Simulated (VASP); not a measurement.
Set up this calculation in VASP 6.6.1, as the native input.

```
Task                   : single point
Functional             : LDA
Potentials or basis    : VASP PAW LDA potentials, release 64 (P)
Cutoff                 : 520 eV
k mesh                 : 8 × 8 × 6
Occupations            : fermi-dirac, width 0.05 eV
Spin                   : no spin polarisation
Dipole correction      : no
Further INCAR settings : ALGO = Normal; EDIFF = 1e-06; NBANDS = 18
```

The structure of P lies in POSCAR:

```
P
1.0
    1.6800600174     -5.5722225395      0.0000000000
    1.6800600174      5.5722225395      0.0000000000
    0.0000000000      0.0000000000      4.6327491080
P
4
Direct
    0.9041431300      0.0958568700      0.5888151700
    0.0958568700      0.9041431300      0.4111848300
    0.5958568700      0.4041431300      0.0888151700
    0.4041431300      0.5958568700      0.9111848300
```

This cell differs from its parent crystal: volume scaled by 1.06.

One way to write it, as run:

INCAR

```
SYSTEM = P
PREC     = Accurate       ! precision mode
ENCUT    = 520            ! plane-wave cutoff, eV
EDIFF    = 1E-6           ! SCF threshold, eV
ISMEAR   = -1             ! smearing method
SIGMA    = 0.05           ! smearing width, eV
LREAL    = .False.        ! projectors in reciprocal space
LASPH    = .True.         ! aspherical terms in the spheres
NELM     = 100            ! most SCF steps
ALGO     = Normal         ! electronic algorithm
ISIF     = 2              ! what is computed and relaxed
LWAVE    = .False.        ! write WAVECAR
LCHARG   = .True.         ! write CHGCAR
LELF     = .True.         ! ELF
LVHAR    = .True.       
NBANDS   = 18             ! bands
```

KPOINTS

```
Automatic mesh
0
Gamma
  8 8 6
  0 0 0
```

Potentials or basis: VASP PAW LDA potentials, release 64 (P).

Launch:

```console
$ cat potpaw_LDA.64/P/POTCAR > POTCAR
$ mpirun -np 1 vasp_std > vasp.out
```

It gave:

```
Pressure               : -5.9 GPa
Largest force          : 0.340 eV/Å
Band gap on the k mesh : 0.09 eV, direct
```

Wall time 4 min on 1 thread of Oxide Virtual Turin-like Processor, on a shared host, peak memory 0.23 GiB.
